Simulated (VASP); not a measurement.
A run of VASP 6.6.1:

Contents of INCAR:

```
ALGO = Normal ; EDIFF = 1E-6
ENCUT = 700 ; GGA_COMPAT = False
ISIF = 2 ; ISMEAR = 0
ISPIN = 2 ; LASPH = True
LCHARG = False ; LDAU = True
LDAUJ = 0.9 0 ; LDAUL = 2 -1
LDAUPRINT = 1 ; LDAUTYPE = 1
LDAUU = 6 0 ; LMAXMIX = 4
LORBIT = 11 ; LREAL = False
LWAVE = False ; MAGMOM = 1 0
NBANDS = 23 ; NELM = 200
NUPDOWN = 1.0 ; PREC = Accurate
SIGMA = 0.05
```

File KPOINTS:

```
k-points
0
Gamma
  8 8 8
```

File POSCAR:

```
NiO
1.0
    0.0000000000      2.0913095100      2.0913095100
    2.0913095100      0.0000000000      2.0913095100
    2.0913095100      2.0913095100      0.0000000000
Ni O
1 1
Direct
    0.0000000000      0.0000000000      0.0000000000
    0.5000000000      0.5000000000      0.5000000000
```

Potentials or basis: VASP PAW LDA potentials, release 64 (Ni_sv_GW, O).

Launch:

```bash
$ cat potpaw_LDA.64/Ni_sv_GW/POTCAR potpaw_LDA.64/O/POTCAR > POTCAR
$ mpirun -np 1 vasp_std > vasp.out
```

Hardware: 1 thread of Intel(R) Xeon(R) 6975P-C (Granite Rapids), with other jobs on the host.

Q: How long does it take, and how much memory?

A: Run time: 25 s on 1 thread of Intel(R) Xeon(R) 6975P-C (Granite Rapids), on a shared host, peak memory 0.18 GiB. Counts: scf iterations 15, k points 29.
